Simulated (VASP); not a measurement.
# KCl (Fm-3m) in VASP: notebook

The runs below take KCl through single point, with r2SCAN.

All numbers are computed with VASP 6.6.1; they aren't measurements. Logs are shortened: lines on timing, memory, paths and dates and some standing lists are left out, and cuts for length are marked.

### 1 The cell of the first run

Symmetry: Fm-3m, No. 225, cubic system. The conventional cell has a = 6.019 Å, b = 6.019 Å, c = 6.019 Å, α = 90.00°, β = 90.00°, γ = 90.00°. Within 4.0 Å of K (site symmetry m-3m) lie 6 Cl at 3.01 Å. Within 4.0 Å of Cl (site symmetry m-3m) lie 6 K at 3.01 Å.

### 2 Single point, r2SCAN (strain -4.3%)

File POSCAR:

```
KCl
1.0
    0.0000000000      3.0093042049      3.0093042049
    3.0093042049      0.0000000000      3.0093042049
    3.0093042049      3.0093042049      0.0000000000
K Cl
1 1
Direct
    0.0000000000      0.0000000000      0.0000000000
    0.5000000000      0.5000000000      0.5000000000
```

File INCAR.step1:

```
PREC     = Accurate       # precision mode
ENCUT    = 520            # plane-wave cutoff, eV
ISMEAR   = 0              # smearing method
SIGMA    = 0.01           # smearing width, eV
LREAL    = False          # projectors in reciprocal space
LASPH    = True           # aspherical terms in the spheres
NELM     = 100            # most SCF steps
NBANDS   = 15             # bands
GGA      = PE             # functional
ALGO     = Normal         # electronic algorithm
EDIFF    = 1E-4           # SCF threshold, eV
LWAVE    = True           # write WAVECAR
LCHARG   = False          # write CHGCAR
```

File INCAR.step2:

```
PREC     = Accurate       # precision mode
ENCUT    = 520            # plane-wave cutoff, eV
EDIFF    = 1E-6           # SCF threshold, eV
ISMEAR   = 0              # smearing method
SIGMA    = 0.01           # smearing width, eV
LREAL    = False          # projectors in reciprocal space
LASPH    = True           # aspherical terms in the spheres
NELM     = 100            # most SCF steps
ALGO     = Normal         # electronic algorithm
ISIF     = 2              # what is computed and relaxed
LWAVE    = False          # write WAVECAR
LCHARG   = False          # write CHGCAR
METAGGA  = R2SCAN         # meta-GGA
LMIXTAU  = True         
NBANDS   = 15             # bands
ISTART   = 1
```

File KPOINTS:

```
Automatic mesh
0
Gamma
  8 8 8
```

Potentials or basis: VASP PAW PBE potentials, release 64 (K_sv, Cl).

On the command line:

```sh
> cat potpaw_PBE.64/K_sv/POTCAR potpaw_PBE.64/Cl/POTCAR > POTCAR
> cp INCAR.step1 INCAR
> mpirun -np 1 vasp_std > vasp.out
> cp INCAR.step2 INCAR
> mpirun -np 1 vasp_std > vasp.out
```

OUTCAR:

```text
PREC = Accurate
   ENCUT = 520
   EDIFF = 1E-6
   ISMEAR = 0
   LREAL = False
   LASPH = True
   NELM = 100
   ISIF = 2
   METAGGA = R2SCAN
   ISTART = 1

 ion  position               nearest neighbor table
   1  0.000  0.000  0.000-   2 3.01   2 3.01   2 3.01   2 3.01   2 3.01   2 3.01
   2  0.500  0.500  0.500-   1 3.01   1 3.01   1 3.01   1 3.01   1 3.01   1 3.01

  LATTYP: Found a face centered cubic cell.
 ALAT       =     6.0186084098

  Lattice vectors:

 A1 = (   0.0000000000,   3.0093042049,   3.0093042049)
 A2 = (   3.0093042049,   0.0000000000,   3.0093042049)
 A3 = (   3.0093042049,   3.0093042049,   0.0000000000)

Analysis of symmetry for initial positions (statically):
=====================================================================
 Subroutine PRICEL returns:
 Original cell was already a primitive cell.

 Routine SETGRP: Setting up the symmetry group for a
 face centered cubic supercell.

 Subroutine GETGRP returns: Found 48 space group operations
 (whereof 48 operations were pure point group operations)
 out of a pool of 48 trial point group operations.

The static configuration has the point symmetry O_h .

Analysis of symmetry for dynamics (positions and initial velocities):
=====================================================================
 Subroutine PRICEL returns:
 Original cell was already a primitive cell.

 Routine SETGRP: Setting up the symmetry group for a
 face centered cubic supercell.

 Subroutine GETGRP returns: Found 48 space group operations
 (whereof 48 operations were pure point group operations)
 out of a pool of 48 trial point group operations.

The dynamic configuration has the point symmetry O_h .

 Subroutine INISYM returns: Found 48 space group operations
 (whereof 48 operations are pure point group operations),
 and found     1 'primitive' translations

----------------------------------------------------------------------------------------

                                     Primitive cell

  volume of cell :      54.5040

  direct lattice vectors                    reciprocal lattice vectors
     0.000000000  3.009304205  3.009304205    -0.166151365  0.166151365  0.166151365
     3.009304205  0.000000000  3.009304205     0.166151365 -0.166151365  0.166151365
     3.009304205  3.009304205  0.000000000     0.166151365  0.166151365 -0.166151365

  length of vectors
     4.255798820  4.255798820  4.255798820     0.287782605  0.287782605  0.287782605

  position of ions in fractional coordinates (direct lattice)
     0.000000000  0.000000000  0.000000000
     0.500000000  0.500000000  0.500000000

  ion indices of the primitive-cell ions
   primitive index   ion index
                 1           1
                 2           2

----------------------------------------------------------------------------------------

 KPOINTS: Automatic mesh

Automatic generation of k-mesh.
 Grid dimensions read from file:
 generate k-points for:    8    8    8

 Generating k-lattice:

  Cartesian coordinates                     Fractional coordinates (reciprocal lattice)
    -0.020768921  0.020768921  0.020768921     0.125000000  0.000000000  0.000000000
     0.020768921 -0.020768921  0.020768921     0.000000000  0.125000000  0.000000000
     0.020768921  0.020768921 -0.020768921     0.000000000  0.000000000  0.125000000

  Length of vectors
     0.035972826  0.035972826  0.035972826

  Shift w.r.t. Gamma in fractional coordinates (k-lattice)
     0.000000000  0.000000000  0.000000000

 Subroutine IBZKPT returns following result:
 ===========================================

 Found     29 irreducible k-points:

 Following reciprocal coordinates:
            Coordinates               Weight
  0.000000  0.000000  0.000000      1.000000
  0.125000  0.000000  0.000000      8.000000
  0.250000  0.000000  0.000000      8.000000
  0.375000  0.000000  0.000000      8.000000
  0.500000  0.000000  0.000000      4.000000
  0.125000  0.125000  0.000000      6.000000
[... 16 lines left out ...]
  0.500000  0.250000  0.125000     48.000000
 -0.375000  0.250000  0.125000     24.000000
 [... further k-points ...]
   k-points           NKPTS =     29   k-points in BZ     NKDIM =     29   number of bands    NBANDS=     15
   number of dos      NEDOS =    301   number of ions     NIONS =      2
   total plane-waves  NPLWV =  32768
   dimension x,y,z NGX =    32 NGY =   32 NGZ =   32
   dimension x,y,z NGXF=    64 NGYF=   64 NGZF=   64
   ions per type =               1   1
   NGX,Y,Z   is equivalent  to a cutoff of  12.50, 12.50, 12.50 a.u.
   NGXF,Y,Z  is equivalent  to a cutoff of  25.00, 25.00, 25.00 a.u.
 SYSTEM =  unknown system
   PREC   = accura    normal or accurate (medium, high low for compatibility)
   ISTART =      1    job   : 0-new  1-cont  2-samecut
   ICHARG =      0    charge: 1-file 2-atom 10-const
   ISPIN  =      1    spin polarized calculation?
   LNONCOLLINEAR =      F non collinear calculations
   LSORBIT =      F    spin-orbit coupling
   LASPH  =      T    aspherical Exc in radial PAW
   ENCUT  =  520.0 eV  38.22 Ry    6.18 a.u.   7.91  7.91  7.91*2*pi/ulx,y,z
   NELM   =    100;   NELMIN=  2; NELMDL=  0     # of ELM steps
   EDIFF  = 0.1E-05   stopping-criterion for ELM
   LREAL  =      F    real-space projection
   EDIFFG = 0.1E-04   stopping-criterion for IOM
   NSW    =      0    number of steps for IOM
   IBRION =     -1    ionic relax: 0-MD 1-quasi-New 2-CG
   NFREE  =      0    steps in history (QN), initial steepest desc. (CG)
   ISIF   =      2    stress and relaxation
   ISYM   =      2    0-nonsym 1-usesym 2-fastsym
   POTIM  = 0.5000    time-step for ionic-motion
   TEBEG  =    0.0;   TEEND  =   0.0 temperature during run
   PSTRESS=    0.0 pullay stress
   NELECT =      16.0000    total number of electrons
   NUPDOWN=      -1.0000    fix difference up-down
   EMIN   =  10.00;   EMAX   =-10.00  energy-range for DOS
   EFERMI =   0.00;   METHOD = LEGACY
   ISMEAR =     0;   SIGMA  =   0.01  broadening in eV -4-tet -1-fermi 0-gaus
   EFERMI_NEDOS =   21; number of points for ismear=-14 and -15
   IALGO  =     38    algorithm
   IMIX   =      4    mixing-type and parameters
     AMIX     =   0.40;   BMIX     =  1.00
     AMIX_MAG =   1.60;   BMIX_MAG =  1.00
  volume/ion in A,a.u.               =      27.25       183.91
  Fermi-wavevector in a.u.,A,eV,Ry     =   1.088025  2.056068 16.106545  1.183798
  Thomas-Fermi vector in A             =   2.224197
   LORBIT       =      0    0 simple, 1 ext, 2 COOP (PROOUT), +10 PAW based schemes
   METAGGA = R2SCAN    functional components
   LHFCALC =     F    Hartree Fock is set to
   AEXX    =    0.0000 exact exchange contribution
   IVDW    =     0    specifies the selected vdW correction
   LEPSILON=     F    determine dielectric tensor
   LRPA    =     F    only Hartree local field effects (RPA)
 non-spin polarized calculation
 Gauss-broadening in eV      SIGMA  =   0.01
  energy-cutoff  :      520.00
  volume of cell :       54.50
 maximum number of plane-waves:      1480
   NGX = 15   NGY = 15   NGZ = 15

 number of electron      15.9999999 magnetization

 Free energy of the ion-electron system (eV)
  ---------------------------------------------------
  ext. energy  EPLUGINS =         0.00000000
  ---------------------------------------------------
  free energy    TOTEN  =       -16.42764548 eV

  energy without entropy =      -16.42764548  energy(sigma->0) =      -16.42764548

 E-fermi :  -1.6236     XC(G=0):  -8.5672

 val. band max:       -1.6737653477   @ k =   0.0000   0.0000   0.0000
 cond. band min:       4.6737840218   @ k =   0.0000   0.0000   0.0000
 fundamental gap:      6.3475493695
 Fermi energy:        -1.6235670694

 k-point     1 :       0.0000    0.0000    0.0000
  band No.  band energies     occupation
      1     -29.6428      2.00000
      2     -14.5174      2.00000
      3     -12.3362      2.00000
      4     -12.3362      2.00000
      5     -12.3362      2.00000
      6      -1.6738      2.00000
      7      -1.6738      2.00000
      8      -1.6738      2.00000
      9       4.6738      0.00000
     10       7.3788      0.00000
     11       7.3788      0.00000
     12       7.3788      0.00000
     13       8.5026      0.00000
     14       8.5026      0.00000
     15      12.1895      0.00000

 k-point     2 :       0.1250    0.0000    0.0000
  band No.  band energies     occupation
      1     -29.6398      2.00000
      2     -14.5555      2.00000
      3     -12.3378      2.00000
      4     -12.3378      2.00000
      5     -12.2858      2.00000
      6      -1.9056      2.00000
      7      -1.7441      2.00000
      8      -1.7441      2.00000
      9       5.0966      0.00000
     10       7.2472      0.00000
     11       7.6117      0.00000
     12       7.6117      0.00000
     13       8.7764      0.00000
     14       8.7764      0.00000
     15      12.9027      0.00000

 k-point     3 :       0.2500    0.0000    0.0000
  band No.  band energies     occupation
      1     -29.6323      2.00000
      2     -14.6417      2.00000
      3     -12.3417      2.00000
      4     -12.3416      2.00000
      5     -12.1692      2.00000
      6      -2.3947      2.00000
      7      -1.9063      2.00000
      8      -1.9063      2.00000
      9       6.0215      0.00000
     10       7.2318      0.00000
     11       8.2759      0.00000
     12       8.2759      0.00000
     13       9.5286      0.00000
     14       9.5286      0.00000
     15      13.5931      0.00000

 k-point     4 :       0.3750    0.0000    0.0000
  band No.  band energies     occupation
      1     -29.6249      2.00000
      2     -14.7211      2.00000
      3     -12.3454      2.00000
      4     -12.3454      2.00000
      5     -12.0582      2.00000
      6      -2.8167      2.00000
      7      -2.0592      2.00000
      8      -2.0592      2.00000
      9       6.6501      0.00000
     10       7.7636      0.00000
     11       9.2696      0.00000
     12       9.2696      0.00000
     13      10.5077      0.00000
     14      10.5077      0.00000
     15      12.7270      0.00000
[... 307 lines left out ...]
 k-point    22 :       0.3750    0.2500    0.1250
  band No.  band energies     occupation
      1     -29.6271      2.00000
      2     -14.6197      2.00000
      3     -12.3988      2.00000
      4     -12.3543      2.00000
      5     -12.1770      2.00000
      6      -2.5475      2.00000
      7      -1.9793      2.00000
      8      -1.9034      2.00000
      9       6.4531      0.00000
     10       6.6321      0.00000
     11       8.9797      0.00000
     12       9.3349      0.00000
     13       9.5367      0.00000
     14      10.4042      0.00000
     15      12.6691      0.00000

 k-point    23 :       0.5000    0.2500    0.1250
  band No.  band energies     occupation
      1     -29.6212      2.00000
      2     -14.6322      2.00000
      3     -12.4223      2.00000
      4     -12.3719      2.00000
      5     -12.1521      2.00000
      6      -2.6694      2.00000
      7      -2.1127      2.00000
      8      -2.0427      2.00000
      9       6.6898      0.00000
     10       7.4349      0.00000
     11       9.5313      0.00000
     12       9.7153      0.00000
     13      10.3269      0.00000
     14      10.9923      0.00000
     15      11.8709      0.00000

 k-point    24 :      -0.3750    0.2500    0.1250
  band No.  band energies     occupation
      1     -29.6188      2.00000
      2     -14.6370      2.00000
      3     -12.4245      2.00000
      4     -12.3884      2.00000
      5     -12.1409      2.00000
      6      -2.7027      2.00000
      7      -2.1735      2.00000
      8      -2.1089      2.00000
      9       7.0294      0.00000
     10       7.5758      0.00000
     11       9.8402      0.00000
     12       9.9017      0.00000
     13      10.5656      0.00000
     14      11.5827      0.00000
     15      11.8160      0.00000

 [... further k-points ...]
[... 5 lines left out ...]
  --------------------------------------------------------------------------------------
  -------------------------------------------------------------------------------------
  Total        1.2152196      1.2152196      1.2152196     -0.0000000      0.0000000      0.0000000
  in kB       35.7221066     35.7221066     35.7221066     -0.0000000      0.0000000      0.0000000
  external PRESSURE =      35.7221066 kB  Pullay stress =       0.0000000 kB

 VOLUME and BASIS-vectors are now :
 -----------------------------------------------------------------------------
  energy-cutoff  :      520.00
  volume of cell :       54.50
      direct lattice vectors                 reciprocal lattice vectors
     0.000000000  3.009304205  3.009304205    -0.166151365  0.166151365  0.166151365
     3.009304205  0.000000000  3.009304205     0.166151365 -0.166151365  0.166151365
     3.009304205  3.009304205  0.000000000     0.166151365  0.166151365 -0.166151365

 POSITION                                       TOTAL-FORCE (eV/Angst)
 -----------------------------------------------------------------------------------
      0.00000      0.00000      0.00000        -0.000000     -0.000000     -0.000000
      3.00930      3.00930      3.00930         0.000000      0.000000      0.000000
 -----------------------------------------------------------------------------------
    total drift:                                0.000000     -0.000000     -0.000000

  FREE ENERGIE OF THE ION-ELECTRON SYSTEM (eV)
  ---------------------------------------------------
  free  energy   TOTEN  =       -16.4276454815 eV

  energy  without entropy=      -16.4276454815  energy(sigma->0) =      -16.42764548
```

It took 46 s on 1 thread of Intel Xeon Platinum 8375C at 2.90GHz (Ice Lake), shared host; peak memory 0.19 GiB.

What came out:

| Property | Result |
| --- | --- |
| Free energy | -16.4276 eV |
| Pressure | 3.6 GPa |
| Band gap on the k mesh | 6.35 eV |

Caveat: the cell differs from its parent crystal (strain -4.3%); the cell stands under pressure; the PAW data sets were made with another functional, which shifts forces and pressure a little. A k mesh can miss the band edges.

[end of part 1 of 2]
